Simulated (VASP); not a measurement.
Input of a VASP 6.6.1 run:

File INCAR:

```
ALGO     = Normal         # electronic algorithm
EDIFF    = 1E-7           # SCF threshold, eV
EDIFFG   = -0.02          # ionic threshold
ENCUT    = 520            # plane-wave cutoff, eV
GGA      = PE             # functional
IBRION   = 2              # ionic algorithm
ISIF     = 2              # what is computed and relaxed
ISMEAR   = -1             # smearing method
LASPH    = True           # aspherical terms in the spheres
LCHARG   = False          # write CHGCAR
LREAL    = False          # projectors in reciprocal space
LWAVE    = False          # write WAVECAR
NELM     = 80             # most SCF steps
NSW      = 80             # ionic steps
PREC     = Accurate       # precision mode
SIGMA    = 0.05           # smearing width, eV
```

File KPOINTS:

```
k-points
0
Gamma
  9 9 1
```

Contents of POSCAR:

```
Pb
1.0
    3.4800006906      0.0000000000      0.0000000000
   -1.7400003453      3.0137690032      0.0000000000
    0.0000000000      0.0000000000     20.5900000000
Pb
3
Direct
    0.3333333333      0.6666666666      0.3642544925
    0.6666666667      0.3333333334      0.5000000000
    0.3333333333      0.6666666666      0.6357455075
```

Potentials or basis: VASP PAW PBE potentials, release 64 (Pb_d).

The run is started by

```console
$ cat potpaw_PBE.64/Pb_d/POTCAR > POTCAR
$ mpirun -np 1 vasp_std > vasp.out
```

(1) What does it give for the band gap on the k mesh?

(2) Predict the energy gained by relaxing.

## Answers

(1) zero (bands 21 and 22 overlap by 3.64 eV).

(2) 10.3 meV/atom.

Caveat: there is no dipole correction, which matters where the two faces differ; spin-orbit coupling is left out, which moves the levels of the heavy elements.
